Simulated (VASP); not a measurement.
# MoS2 (P6_3/mmc) in VASP: dielectric tensor with PBE+D3(BJ)

Aim: the dielectric tensor of MoS2 with PBE+D3(BJ).

Program: VASP 6.6.1. These are calculated values, not measurements. Logs are shortened: lines on timing, memory, paths and dates and some standing lists are left out, and cuts for length are marked.

## Step 1: The cell of the first run

Symmetry: P6_3/mmc, No. 194, hexagonal system. Conventional cell: a = 3.161 Å, b = 3.161 Å, c = 12.384 Å, α = 90.00°, β = 90.00°, γ = 120.00°. Within 3.2 Å of Mo (site symmetry -6m2) lie 6 S at 2.40 Å and 6 Mo at 3.16 Å. Within 3.2 Å of S (site symmetry 3m) lie 3 Mo at 2.40 Å and 7 S at 3.13 to 3.16 Å.

## Step 2: Dielectric tensor, PBE+D3(BJ)

The input, INCAR:

```
PREC = Accurate
ENCUT = 520
EDIFF = 1E-8
ISMEAR = 0
SIGMA = 0.01
LREAL = F
LASPH = T
NELM = 100
ALGO = Normal
ISIF = 2
LWAVE = F
LCHARG = F
GGA = PE
IVDW = 12
LEPSILON = T
```

The input, KPOINTS:

```
regular mesh
0
Gamma
  8 8 2
```

The input, POSCAR:

```
MoS2
1.0
    3.1612766540      0.0000000000      0.0000000000
   -1.5806383270      2.7377458908      0.0000000000
    0.0000000000      0.0000000000     12.3842913299
Mo S
2 4
Direct
    0.3333333333      0.6666666667      0.2500000000
    0.6666666667      0.3333333333      0.7500000000
    0.3333333333      0.6666666667      0.6236241623
    0.6666666667      0.3333333333      0.1236241623
    0.3333333333      0.6666666667      0.8763758377
    0.6666666667      0.3333333333      0.3763758377
```

Potentials or basis: VASP PAW PBE potentials, release 64 (Mo_sv, S).

On the command line:

```console
> cat potpaw_PBE.64/Mo_sv/POTCAR potpaw_PBE.64/S/POTCAR > POTCAR
> mpirun -np 1 vasp_std > vasp.out
```

OUTCAR:

```text
PREC = Accurate
   ENCUT = 520
   EDIFF = 1E-8
   ISMEAR = 0
   LREAL = F
   LASPH = T
   NELM = 100
   ISIF = 2
   GGA = PE
   IVDW = 12
   LEPSILON = T
 IVDW          = 12

 ion  position               nearest neighbor table
   1  0.333  0.667  0.250-   4 2.40   6 2.40   4 2.40   6 2.40   4 2.40   6 2.40
   2  0.667  0.333  0.750-   3 2.40   5 2.40   3 2.40   5 2.40   3 2.40   5 2.40
   3  0.333  0.667  0.624-   2 2.40   2 2.40   2 2.40
   4  0.667  0.333  0.124-   1 2.40   1 2.40   1 2.40
   5  0.333  0.667  0.876-   2 2.40   2 2.40   2 2.40
   6  0.667  0.333  0.376-   1 2.40   1 2.40   1 2.40

  LATTYP: Found a hexagonal cell.
 ALAT       =     3.1612766540
 C/A-ratio  =     3.9174968487

  Lattice vectors:

 A1 = (   3.1612766540,   0.0000000000,   0.0000000000)
 A2 = (  -1.5806383270,   2.7377458908,   0.0000000000)
 A3 = (   0.0000000000,   0.0000000000,  12.3842913299)

Analysis of symmetry for initial positions (statically):
=====================================================================
 Subroutine PRICEL returns:
 Original cell was already a primitive cell.

 Routine SETGRP: Setting up the symmetry group for a
 hexagonal supercell.

 Subroutine GETGRP returns: Found 24 space group operations
 (whereof 12 operations were pure point group operations)
 out of a pool of 24 trial point group operations.

The static configuration has the point symmetry D_3d.
 The point group associated with its full space group is D_6h.

Analysis of symmetry for dynamics (positions and initial velocities):
=====================================================================
 Subroutine PRICEL returns:
 Original cell was already a primitive cell.

 Routine SETGRP: Setting up the symmetry group for a
 hexagonal supercell.

 Subroutine GETGRP returns: Found 24 space group operations
 (whereof 12 operations were pure point group operations)
 out of a pool of 24 trial point group operations.

The dynamic configuration has the point symmetry D_3d.
 The point group associated with its full space group is D_6h.

 Subroutine INISYM returns: Found 24 space group operations
 (whereof 12 operations are pure point group operations),
 and found     1 'primitive' translations

----------------------------------------------------------------------------------------

                                     Primitive cell

[... 847 lines left out ...]
      1.58064      0.91258      4.66115        -0.000000      0.000000     -0.015155
 -----------------------------------------------------------------------------------
    total drift:                               -0.000000      0.000000     -0.000000

  FREE ENERGIE OF THE ION-ELECTRON SYSTEM (eV)
  ---------------------------------------------------
  free  energy   TOTEN  =       -46.1560483348 eV

  energy  without entropy=      -46.1560483348  energy(sigma->0) =      -46.15604833

 HEAD OF MICROSCOPIC STATIC DIELECTRIC TENSOR (INDEPENDENT PARTICLE, excluding Hartree and local field effects)
 ------------------------------------------------------
          16.007693     0.000000     0.000000
           0.000000    16.007693     0.000000
           0.000000     0.000000     9.813259
 ------------------------------------------------------

 Free energy of the ion-electron system (eV)
  ---------------------------------------------------
  ---------------------------------------------------
  free energy    TOTEN  =        -4.50680701 eV

  energy without entropy =       -4.50680701

------------------------ aborting loop because EDIFF is reached ----------------------------------------

 Edisp (eV)   -2.54058

 E8    (eV) :    -1.0247
[... 7 lines left out ...]
 E8    (eV) :    -1.0247

--------------------------------------- Ionic step        3  -------------------------------------------

 Free energy of the ion-electron system (eV)
  ---------------------------------------------------
  ---------------------------------------------------
  free energy    TOTEN  =        -1.68654851 eV

  energy without entropy =       -1.68654851

------------------------ aborting loop because EDIFF is reached ----------------------------------------

 Edisp (eV)   -2.54058

 E8    (eV) :    -1.0247

 PIEZOELECTRIC TENSOR FIELD DIRECTION 3  (e Angst)
 -----------------------------------------------------------------------------
    -0.00009  0.00000  0.00000           (  0.00000  0.00000  0.00000)
     0.00000 -0.00009  0.00000           ( -0.00000  0.00000 -0.00000)
     0.00000 -0.00000  0.00023           (  0.00000 -0.00000  0.00001)

 PIEZOELECTRIC TENSOR FIELD DIRECTION 3  (C/m^2)
 -----------------------------------------------------------------------------
    -0.00001  0.00000  0.00000
     0.00000 -0.00001  0.00000
     0.00000 -0.00000  0.00003

 MACROSCOPIC STATIC DIELECTRIC TENSOR (including local field effects in DFT)
 ------------------------------------------------------
          15.184461     0.000000     0.000000
           0.000000    15.184461     0.000000
           0.000000     0.000000     6.339737
 ------------------------------------------------------

 PIEZOELECTRIC TENSOR (including local field effects)  for field in x, y, z        (e  Angst)
          XX          YY          ZZ          XY          YZ          ZX
  --------------------------------------------------------------------------------
  x     0.00000     0.00000     0.00000     0.00000     0.00000     0.00000
  y     0.00000     0.00000     0.00000     0.00000     0.00000     0.00000
  z     0.00000     0.00000     0.00000     0.00000     0.00000     0.00000

 PIEZOELECTRIC TENSOR (including local field effects)  for field in x, y, z        (C/m^2)
          XX          YY          ZZ          XY          YZ          ZX
  --------------------------------------------------------------------------------
  x     0.00000     0.00000     0.00000     0.00000     0.00000     0.00000
  y     0.00000     0.00000     0.00000     0.00000     0.00000     0.00000
  z     0.00000     0.00000     0.00000     0.00000     0.00000     0.00000

 BORN EFFECTIVE CHARGES (including local field effects) (in |e|, cummulative output)
 ---------------------------------------------------------------------------------
 ion    1
    1    -0.98757     0.00000     0.00000
    2     0.00000    -0.98757     0.00000
    3     0.00000     0.00000    -0.58447
 ion    2
    1    -0.98757     0.00000     0.00000
    2     0.00000    -0.98757     0.00000
    3     0.00000     0.00000    -0.58447
 ion    3
    1     0.49379     0.00000     0.00000
    2     0.00000     0.49379    -0.00000
    3    -0.00000     0.00000     0.29223
 ion    4
    1     0.49379     0.00000     0.00000
    2     0.00000     0.49379    -0.00000
    3     0.00000    -0.00000     0.29223
 ion    5
    1     0.49379     0.00000     0.00000
    2     0.00000     0.49379    -0.00000
    3     0.00000    -0.00000     0.29223
 ion    6
    1     0.49379     0.00000     0.00000
    2     0.00000     0.49379     0.00000
    3     0.00000     0.00000     0.29223
```

OSZICAR:

```text
N       E                     dE             d eps       ncg     rms          rms(c)
DAV:   1     0.449050552430E+03    0.44905E+03   -0.29689E+04  1400   0.159E+03
[... 13 lines left out ...]
RMM:  16    -0.168654511848E+01    0.34820E-05   -0.33019E-05  1751   0.548E-04    0.237E-05
RMM:  17    -0.168654506329E+01    0.55187E-07   -0.42610E-05  1296   0.526E-04    0.319E-05
RMM:  18    -0.168654681694E+01   -0.17537E-05   -0.12270E-04  1263   0.526E-04    0.218E-05
RMM:  19    -0.168654763058E+01   -0.81364E-06   -0.65313E-05  1239   0.525E-04    0.175E-05
RMM:  20    -0.168654835600E+01   -0.72542E-06   -0.56507E-05  1234   0.525E-04    0.196E-05
RMM:  21    -0.168654918646E+01   -0.83047E-06   -0.10410E-04  1226   0.524E-04    0.181E-05
RMM:  22    -0.168654851160E+01    0.67487E-06   -0.60605E-05  1212   0.524E-04    0.183E-05
```

stdout:

```text
POSCAR found type information on POSCAR MoS
 POSCAR found :  2 types and       6 ions
 scaLAPACK will be used
 LDA part: xc-table for (Slater+PW92), standard interpolation
 POSCAR, INCAR and KPOINTS ok, starting setup
 FFT: planning ... GRIDC
 FFT: planning ... GRID_SOFT
 FFT: planning ... GRID
 WAVECAR not read
 entering main loop
 Linear response reoptimize wavefunctions to high precision
 Linear response G [H, r] |phi>, progress :
  Direction:   1
 Linear response G [H, r] |phi>, progress :
  Direction:   2
 Linear response G [H, r] |phi>, progress :
  Direction:   3
 Linear response to external field (no local field effect), progress :
  Direction:   1
 dielectric tensor                  component  1 :    16.034    -1.579     0.000
 Linear response to external field (no local field effect), progress :
  Direction:   2
 dielectric tensor                  component  2 :    -1.579    15.981    -0.000
 Linear response to external field (no local field effect), progress :
  Direction:   3
 dielectric tensor                  component  3 :    -0.000     0.000     9.813
 Linear response to external field, progress :
  Direction:   1
 dielectric tensor                  component  1 :    15.185    -0.477     0.000
 Linear response to external field, progress :
  Direction:   2
 dielectric tensor                  component  2 :    -0.464    15.184    -0.000
 Linear response to external field, progress :
  Direction:   3
 dielectric tensor                  component  3 :     0.000     0.000     6.340
 Born effective charges drift removed
```

Run time: 14 min. Hardware: 1 thread of Intel Xeon Platinum 8259CL at 2.50GHz (Skylake/Cascade Lake), shared host; peak memory 0.52 GiB.

What came out:

```yaml
Band_gap_on_the_k_mesh: 1.03 eV, indirect (least direct gap 1.96 eV)
Electronic_dielectric_tensor_diagonal: 15.18, 15.18, 6.34
Born_charges_mean_of_the_diagonal: Mo -0.85; S +0.43 e
Dispersion_energy_per_atom: -0.423 eV
```

Levels at points of the mesh, in eV from the valence-band top:
| k point | band 23 | band 24 | band 25 | band 26 | band 27 | band 28 | band 29 | band 30 |
| --- | --- | --- | --- | --- | --- | --- | --- | --- |
| (0.00, 0.00, 0.00) | -2.08 | -1.22 | -1.13 | 0.00 | 2.16 | 2.16 | 2.19 | 2.19 |
| (0.50, 0.00, 0.00) | -1.67 | -1.48 | -1.36 | -1.25 | 1.67 | 1.71 | 2.07 | 2.33 |
| (0.00, 0.00, 0.50) | -2.10 | -2.10 | -0.27 | -0.27 | 2.17 | 2.17 | 2.17 | 2.17 |
| (0.50, 0.00, 0.50) | -1.58 | -1.58 | -1.30 | -1.30 | 1.69 | 1.69 | 2.21 | 2.21 |

Electronic dielectric tensor:
```
15.18  0.00  0.00
 0.00 15.18  0.00
 0.00  0.00  6.34
```

Born effective charge tensors (e):
atom 1, Mo
```
-0.99  0.00  0.00
 0.00 -0.99  0.00
 0.00  0.00 -0.58
```
atom 2, Mo
```
-0.99  0.00  0.00
 0.00 -0.99  0.00
 0.00  0.00 -0.58
```
atom 3, S
```
0.49 0.00 0.00
0.00 0.49 0.00
0.00 0.00 0.29
```
atom 4, S
```
0.49 0.00 0.00
0.00 0.49 0.00
0.00 0.00 0.29
```
atom 5, S
```
0.49 0.00 0.00
0.00 0.49 0.00
0.00 0.00 0.29
```
atom 6, S
```
0.49 0.00 0.00
0.00 0.49 0.00
0.00 0.00 0.29
```
